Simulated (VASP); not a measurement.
A run of VASP 6.6.1:

File POSCAR:

```
Ag
1.0
    0.0000000000      2.0610734059      2.0610734059
    2.0610734059      0.0000000000      2.0610734059
    2.0610734059      2.0610734059      0.0000000000
Ag
1
Direct
    0.0000000000      0.0000000000      0.0000000000
```

The input INCAR.step1:

```
ALGO     = Normal         # electronic algorithm
EDIFF    = 1E-5           # SCF threshold, eV
ENCUT    = 470            # plane-wave cutoff, eV
GGA      = PE             # functional
GGA_COMPAT= False        
ISIF     = 2              # what is computed and relaxed
ISMEAR   = -1             # smearing method
LASPH    = True           # aspherical terms in the spheres
LCHARG   = False          # write CHGCAR
LREAL    = False          # projectors in reciprocal space
LWAVE    = True           # write WAVECAR
NBANDS   = 16             # bands
NELM     = 120            # most SCF steps
PREC     = Accurate       # precision mode
SIGMA    = 0.1            # smearing width, eV
```

Contents of INCAR.step2:

```
ALGO     = Normal         # electronic algorithm
EDIFF    = 1E-6           # SCF threshold, eV
ENCUT    = 470            # plane-wave cutoff, eV
GGA      = PE             # functional
GGA_COMPAT= False        
HFSCREEN = 0.2079         # screening, 1/A
ISIF     = 2              # what is computed and relaxed
ISMEAR   = -1             # smearing method
ISTART   = 1            
LASPH    = True           # aspherical terms in the spheres
LCHARG   = False          # write CHGCAR
LHFCALC  = True           # exact exchange
LREAL    = False          # projectors in reciprocal space
LWAVE    = False          # write WAVECAR
NBANDS   = 16             # bands
NELM     = 120            # most SCF steps
PREC     = Accurate       # precision mode
PRECFOCK = Normal       
SIGMA    = 0.1            # smearing width, eV
```

KPOINTS

```
k-points
0
Gamma
  6 6 6
```

Potentials or basis: VASP PAW PBE potentials, release 64 (Ag_sv_GW).

The run is started by

```sh
$ cat potpaw_PBE.64/Ag_sv_GW/POTCAR > POTCAR
$ cp INCAR.step1 INCAR
$ mpirun -np 1 vasp_std > vasp.out
$ cp INCAR.step2 INCAR
$ mpirun -np 1 vasp_std > vasp.out
```

Hardware: 1 thread of Intel(R) Xeon(R) Platinum 8259CL CPU @ 2.50GHz (Skylake/Cascade Lake) (shared host).

Problem. How long does it take, and how much memory?

Solution. It took 20 min on 1 thread of Intel(R) Xeon(R) Platinum 8259CL CPU @ 2.50GHz (Skylake/Cascade Lake), with other jobs on the host, peak memory 0.25 GiB. Counts: k points 16.
